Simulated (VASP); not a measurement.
# GaC (Pm-3m) in VASP: a series of runs

GaC is run at these levels: PBE; tasks: single point, relaxation of cell and atoms.

Program: VASP 6.6.1. These are calculated values, not measurements. Logs are shortened: lines on timing, memory, paths and dates and some standing lists are left out, and cuts for length are marked.

## (1) The cell of the first run

The structure is cubic, space group Pm-3m (No. 221). The conventional cell has a = 2.811 Å, b = 2.811 Å, c = 2.811 Å, α = 90.00°, β = 90.00°, γ = 90.00°. Ga (site symmetry m-3m) has 8 C at 2.43 Å and 6 Ga at 2.81 Å within 3.2 Å. C (site symmetry m-3m) has 8 Ga at 2.43 Å and 6 C at 2.81 Å within 3.2 Å.

## (2) Single point, PBE

The input, INCAR:

```
SYSTEM = GaC
  PREC = Accurate
  ENCUT = 600
  EDIFF = 1E-6
  ISMEAR = 0
  SIGMA = 0.1
  LREAL = .False.
  LASPH = .True.
  NELM = 120
  ALGO = Normal
  ISIF = 2
  LWAVE = .False.
  LCHARG = .False.
  GGA = PE
  NBANDS = 16
  GGA_COMPAT = .False.
```

The input, KPOINTS:

```
Automatic mesh
0
Gamma
  20 20 20
  0 0 0
```

The input, POSCAR:

```
GaC
1.0
    2.8110239836      0.0000000000      0.0000000000
    0.0000000000      2.8110239836      0.0000000000
    0.0000000000      0.0000000000      2.8110239836
Ga C
1 1
Direct
    0.0000000000      0.0000000000      0.0000000000
    0.5000000000      0.5000000000      0.5000000000
```

Potentials or basis: VASP PAW PBE potentials, release 64 (Ga_d, C).

Launch:

```sh
$ cat potpaw_PBE.64/Ga_d/POTCAR potpaw_PBE.64/C/POTCAR > POTCAR
$ mpirun -np 1 vasp_std > vasp.out
```

OUTCAR:

```text
SYSTEM = GaC
   PREC = Accurate
   ENCUT = 600
   EDIFF = 1E-6
   ISMEAR = 0
   LREAL = .False.
   LASPH = .True.
   NELM = 120
   ISIF = 2
   GGA = PE

 ion  position               nearest neighbor table
   1  0.000  0.000  0.000-   2 2.43   2 2.43   2 2.43   2 2.43   2 2.43   2 2.43   2 2.43   2 2.43

   2  0.500  0.500  0.500-   1 2.43   1 2.43   1 2.43   1 2.43   1 2.43   1 2.43   1 2.43   1 2.43

  LATTYP: Found a simple cubic cell.
 ALAT       =     2.8110239836

  Lattice vectors:

 A1 = (   2.8110239836,   0.0000000000,   0.0000000000)
 A2 = (   0.0000000000,   2.8110239836,   0.0000000000)
 A3 = (   0.0000000000,   0.0000000000,   2.8110239836)

Analysis of symmetry for initial positions (statically):
=====================================================================
 Subroutine PRICEL returns:
 Original cell was already a primitive cell.

 Routine SETGRP: Setting up the symmetry group for a
 simple cubic supercell.

 Subroutine GETGRP returns: Found 48 space group operations
 (whereof 48 operations were pure point group operations)
 out of a pool of 48 trial point group operations.

The static configuration has the point symmetry O_h .

Analysis of symmetry for dynamics (positions and initial velocities):
=====================================================================
 Subroutine PRICEL returns:
 Original cell was already a primitive cell.

 Routine SETGRP: Setting up the symmetry group for a
 simple cubic supercell.

 Subroutine GETGRP returns: Found 48 space group operations
 (whereof 48 operations were pure point group operations)
 out of a pool of 48 trial point group operations.

The dynamic configuration has the point symmetry O_h .

 Subroutine INISYM returns: Found 48 space group operations
 (whereof 48 operations are pure point group operations),
 and found     1 'primitive' translations

----------------------------------------------------------------------------------------

                                     Primitive cell

  volume of cell :      22.2123

  direct lattice vectors                    reciprocal lattice vectors
     2.811023984  0.000000000  0.000000000     0.355742251  0.000000000  0.000000000
     0.000000000  2.811023984  0.000000000     0.000000000  0.355742251  0.000000000
     0.000000000  0.000000000  2.811023984     0.000000000  0.000000000  0.355742251

  length of vectors
     2.811023984  2.811023984  2.811023984     0.355742251  0.355742251  0.355742251

  position of ions in fractional coordinates (direct lattice)
     0.000000000  0.000000000  0.000000000
     0.500000000  0.500000000  0.500000000

  ion indices of the primitive-cell ions
   primitive index   ion index
                 1           1
                 2           2

----------------------------------------------------------------------------------------

 KPOINTS: Automatic mesh

Automatic generation of k-mesh.
 Grid dimensions read from file:
 generate k-points for:   20   20   20

 Generating k-lattice:

  Cartesian coordinates                     Fractional coordinates (reciprocal lattice)
     0.017787113  0.000000000  0.000000000     0.050000000  0.000000000  0.000000000
     0.000000000  0.017787113  0.000000000     0.000000000  0.050000000  0.000000000
     0.000000000  0.000000000  0.017787113     0.000000000  0.000000000  0.050000000

  Length of vectors
     0.017787113  0.017787113  0.017787113

  Shift w.r.t. Gamma in fractional coordinates (k-lattice)
     0.000000000  0.000000000  0.000000000

 Subroutine IBZKPT returns following result:
 ===========================================

 Found    286 irreducible k-points:

 Following reciprocal coordinates:
            Coordinates               Weight
  0.000000  0.000000  0.000000      1.000000
  0.050000  0.000000  0.000000      6.000000
  0.100000  0.000000  0.000000      6.000000
  0.150000  0.000000  0.000000      6.000000
  0.200000  0.000000  0.000000      6.000000
  0.250000  0.000000  0.000000      6.000000
[... 16 lines left out ...]
  0.150000  0.100000  0.000000     24.000000
  0.200000  0.100000  0.000000     24.000000
 [... further k-points ...]
   k-points           NKPTS =    286   k-points in BZ     NKDIM =    286   number of bands    NBANDS=     16
   number of dos      NEDOS =    301   number of ions     NIONS =      2
   total plane-waves  NPLWV =  13824
   dimension x,y,z NGX =    24 NGY =   24 NGZ =   24
   dimension x,y,z NGXF=    48 NGYF=   48 NGZF=   48
   ions per type =               1   1
   NGX,Y,Z   is equivalent  to a cutoff of  14.19, 14.19, 14.19 a.u.
   NGXF,Y,Z  is equivalent  to a cutoff of  28.39, 28.39, 28.39 a.u.
 SYSTEM =  GaC
   PREC   = accura    normal or accurate (medium, high low for compatibility)
   ISTART =      0    job   : 0-new  1-cont  2-samecut
   ICHARG =      2    charge: 1-file 2-atom 10-const
   ISPIN  =      1    spin polarized calculation?
   LNONCOLLINEAR =      F non collinear calculations
   LSORBIT =      F    spin-orbit coupling
   LASPH  =      T    aspherical Exc in radial PAW
   ENCUT  =  600.0 eV  44.10 Ry    6.64 a.u.   5.61  5.61  5.61*2*pi/ulx,y,z
   NELM   =    120;   NELMIN=  2; NELMDL= -5     # of ELM steps
   EDIFF  = 0.1E-05   stopping-criterion for ELM
   LREAL  =      F    real-space projection
   EDIFFG = 0.1E-04   stopping-criterion for IOM
   NSW    =      0    number of steps for IOM
   IBRION =     -1    ionic relax: 0-MD 1-quasi-New 2-CG
   NFREE  =      0    steps in history (QN), initial steepest desc. (CG)
   ISIF   =      2    stress and relaxation
   ISYM   =      2    0-nonsym 1-usesym 2-fastsym
   POTIM  = 0.5000    time-step for ionic-motion
   TEBEG  =    0.0;   TEEND  =   0.0 temperature during run
   PSTRESS=    0.0 pullay stress
   NELECT =      17.0000    total number of electrons
   NUPDOWN=      -1.0000    fix difference up-down
   EMIN   =  10.00;   EMAX   =-10.00  energy-range for DOS
   EFERMI =   0.00;   METHOD = LEGACY
   ISMEAR =     0;   SIGMA  =   0.10  broadening in eV -4-tet -1-fermi 0-gaus
   EFERMI_NEDOS =   21; number of points for ismear=-14 and -15
   IALGO  =     38    algorithm
   IMIX   =      4    mixing-type and parameters
     AMIX     =   0.40;   BMIX     =  1.00
     AMIX_MAG =   1.60;   BMIX_MAG =  1.00
  volume/ion in A,a.u.               =      11.11        74.95
  Fermi-wavevector in a.u.,A,eV,Ry     =   1.497476  2.829820 30.510179  2.242435
  Thomas-Fermi vector in A             =   2.609359
   LORBIT       =      0    0 simple, 1 ext, 2 COOP (PROOUT), +10 PAW based schemes
   GGA     = PE    functional components
   LHFCALC =     F    Hartree Fock is set to
   AEXX    =    0.0000 exact exchange contribution
   IVDW    =     0    specifies the selected vdW correction
   LEPSILON=     F    determine dielectric tensor
   LRPA    =     F    only Hartree local field effects (RPA)
 non-spin polarized calculation
 Gauss-broadening in eV      SIGMA  =   0.10
  energy-cutoff  :      600.00
  volume of cell :       22.21
 maximum number of plane-waves:       768
 NGX is ok and might be reduce to    24
   NGX = 11   NGY = 11   NGZ = 11

 number of electron      16.9999991 magnetization

 Free energy of the ion-electron system (eV)
  ---------------------------------------------------
  ext. energy  EPLUGINS =         0.00000000
  ---------------------------------------------------
  free energy    TOTEN  =        -8.25928830 eV

  energy without entropy =       -8.25411038  energy(sigma->0) =       -8.25669934

 E-fermi :   7.4364     XC(G=0): -12.3795

 val. band max:        7.4335278508   @ k =   0.4000   0.4000   0.2000
 cond. band min:       7.4368001257   @ k =   0.2000   0.1000   0.0500
 fundamental gap:      0.0032722749
 Fermi energy:         7.4363666553

 k-point     1 :       0.0000    0.0000    0.0000
  band No.  band energies     occupation
      1      -7.7877      2.00000
      2      -7.7877      2.00000
      3      -7.5706      2.00000
      4      -7.3720      2.00000
      5      -7.3720      2.00000
      6      -7.3720      2.00000
[... 8 lines left out ...]
     15      20.9235      0.00000
     16      32.4346      0.00000

 k-point     2 :       0.0500    0.0000    0.0000
  band No.  band energies     occupation
      1      -7.7868      2.00000
      2      -7.7813      2.00000
      3      -7.5278      2.00000
      4      -7.3757      2.00000
      5      -7.3757      2.00000
      6      -7.3716      2.00000
[... 8 lines left out ...]
     15      20.9473      0.00000
     16      31.7203      0.00000

 k-point     3 :       0.1000    0.0000    0.0000
  band No.  band energies     occupation
      1      -7.7841      2.00000
      2      -7.7639      2.00000
      3      -7.3982      2.00000
      4      -7.3864      2.00000
      5      -7.3864      2.00000
      6      -7.3707      2.00000
[... 8 lines left out ...]
     15      21.0969      0.00000
     16      30.4087      0.00000

 k-point     4 :       0.1500    0.0000    0.0000
  band No.  band energies     occupation
      1      -7.7798      2.00000
      2      -7.7386      2.00000
      3      -7.4030      2.00000
      4      -7.4030      2.00000
      5      -7.3693      2.00000
      6      -7.1815      2.00000
[... 8 lines left out ...]
     15      21.5617      0.00000
     16      28.8446      0.00000
[... 324 lines left out ...]
 k-point    22 :       0.1000    0.1000    0.0000
  band No.  band energies     occupation
      1      -7.7709      2.00000
      2      -7.7461      2.00000
      3      -7.4322      2.00000
      4      -7.3877      2.00000
      5      -7.3821      2.00000
      6      -7.1981      2.00000
[... 8 lines left out ...]
     15      21.6514      0.00000
     16      28.8098      0.00000

 k-point    23 :       0.1500    0.1000    0.0000
  band No.  band energies     occupation
      1      -7.7638      2.00000
      2      -7.7206      2.00000
      3      -7.4506      2.00000
      4      -7.4020      2.00000
      5      -7.3823      2.00000
      6      -6.9830      2.00000
[... 8 lines left out ...]
     15      22.1594      0.00000
     16      27.9497      0.00000

 k-point    24 :       0.2000    0.1000    0.0000
  band No.  band energies     occupation
      1      -7.7571      2.00000
      2      -7.6886      2.00000
      3      -7.4722      2.00000
      4      -7.4221      2.00000
      5      -7.3804      2.00000
      6      -6.6832      2.00000
[... 8 lines left out ...]
     15      22.9861      0.00000
     16      27.0894      0.00000

 [... further k-points ...]

------------------------ aborting loop because EDIFF is reached ----------------------------------------

  FORCE on cell =-STRESS in cart. coord.  units (eV):
  Direction    XX          YY          ZZ          XY          YZ          ZX
  --------------------------------------------------------------------------------------
  -------------------------------------------------------------------------------------
  Total        0.0396762      0.0396762      0.0396762      0.0000000      0.0000000     -0.0000000
  in kB        2.8618531      2.8618531      2.8618531      0.0000000      0.0000000     -0.0000000
  external PRESSURE =       2.8618531 kB  Pullay stress =       0.0000000 kB

 VOLUME and BASIS-vectors are now :
 -----------------------------------------------------------------------------
  energy-cutoff  :      600.00
  volume of cell :       22.21
      direct lattice vectors                 reciprocal lattice vectors
     2.811023984  0.000000000  0.000000000     0.355742251  0.000000000  0.000000000
     0.000000000  2.811023984  0.000000000     0.000000000  0.355742251  0.000000000
     0.000000000  0.000000000  2.811023984     0.000000000  0.000000000  0.355742251

 POSITION                                       TOTAL-FORCE (eV/Angst)
 -----------------------------------------------------------------------------------
      0.00000      0.00000      0.00000         0.000000      0.000000      0.000000
      1.40551      1.40551      1.40551         0.000000      0.000000      0.000000
 -----------------------------------------------------------------------------------
    total drift:                                0.000000      0.000000      0.000000

  FREE ENERGIE OF THE ION-ELECTRON SYSTEM (eV)
  ---------------------------------------------------
  free  energy   TOTEN  =        -8.2592883043 eV

  energy  without entropy=       -8.2541103803  energy(sigma->0) =       -8.25669934
```

It took 26 s on 1 thread of Intel Xeon 6975P-C (Granite Rapids), shared host; peak memory 0.23 GiB.

What came out:

* Free energy: -8.2593 eV
* Pressure: 0.3 GPa
* Band gap on the k mesh: zero (an odd number of electrons rules out a gap without spin polarisation)

## (3) Relaxation of cell and atoms, PBE

This run uses another cell than the first one, of 11.19 Å³/atom.

The input, INCAR:

```
PREC = Accurate ; ENCUT = 600
EDIFF = 1E-7 ; ISMEAR = 0
SIGMA = 0.1 ; LREAL = F
LASPH = T ; NELM = 120
ALGO = Normal ; ISIF = 3
LWAVE = F ; LCHARG = F
GGA = PE ; IBRION = 2
NSW = 100 ; EDIFFG = -0.01
GGA_COMPAT = F ; NELMIN = 4
```

The input, KPOINTS:

```
regular mesh
0
Gamma
  20 20 20
```

The input, POSCAR:

```
GaC
1.0
    2.8181395409      0.0000000000      0.0000000000
    0.0000000000      2.8181395409      0.0000000000
    0.0000000000      0.0000000000      2.8181395409
Ga C
1 1
Direct
    0.0000000000      0.0000000000      0.0000000000
    0.5000000000      0.5000000000      0.5000000000
```

Potentials or basis: VASP PAW PBE potentials, release 64 (Ga_d, C).

Launch:

```sh
$ cat potpaw_PBE.64/Ga_d/POTCAR potpaw_PBE.64/C/POTCAR > POTCAR
$ mpirun -np 1 vasp_std > vasp.out
```

It took 42 s on 1 thread of Intel Xeon 6975P-C (Granite Rapids), shared host; peak memory 0.22 GiB.

Results (log left out):

```
Free energy                           : -8.2595 eV
Relaxed volume                        : 11.13 Å³/atom
Relaxed cell                          : a = 2.813 Å, b = 2.813 Å, c = 2.813 Å, α = 90.00°, β = 90.00°, γ = 90.00°
Space group after relaxing (to 0.1 Å) : Pm-3m (No. 221)
Energy gained by relaxing             : 0.1 meV/atom
Ionic steps                           : 3
Pressure after relaxing               : 0.0 GPa
Band gap on the k mesh                : zero (an odd number of electrons rules out a gap without spin polarisation)
```

The path:
```tsv
step	energy change (eV)	largest force (eV/Å)	pressure (GPa)	volume (Å³)
1	0.0000	0.0000	-0.63	22.38
2	-0.0002	0.0000	0.20	22.24
3	-0.0002	0.0000	-0.02	22.27
```

Final structure:
```cif
data_structure
_symmetry_space_group_name_H-M 'P 1'
_symmetry_Int_Tables_number 1
_cell_length_a 2.8134
_cell_length_b 2.8134
_cell_length_c 2.8134
_cell_angle_alpha 90.000
_cell_angle_beta 90.000
_cell_angle_gamma 90.000
_cell_volume 22.27
loop_
_atom_site_label
_atom_site_type_symbol
_atom_site_fract_x
_atom_site_fract_y
_atom_site_fract_z
_atom_site_occupancy
Ga1 Ga 0.00000 0.00000 0.00000 1
C1 C 0.50000 0.50000 0.50000 1
```

Levels at points of the mesh, in eV from the Fermi level:
| k point | band 6 | band 7 | band 8 | band 9 | band 10 | band 11 | band 12 |
| --- | --- | --- | --- | --- | --- | --- | --- |
| (0.00, 0.00, 0.00) | -14.81 | -0.30 | -0.30 | -0.30 | 0.84 | 8.78 | 8.78 |
| (0.50, 0.00, 0.00) | -11.68 | -9.12 | 1.46 | 1.46 | 5.24 | 5.84 | 9.48 |
| (0.50, 0.50, 0.00) | -8.50 | -5.77 | -5.77 | -3.16 | 2.01 | 8.97 | 8.97 |
| (0.50, 0.50, 0.50) | -7.31 | -2.27 | -2.27 | -2.27 | 0.93 | 0.93 | 0.93 |
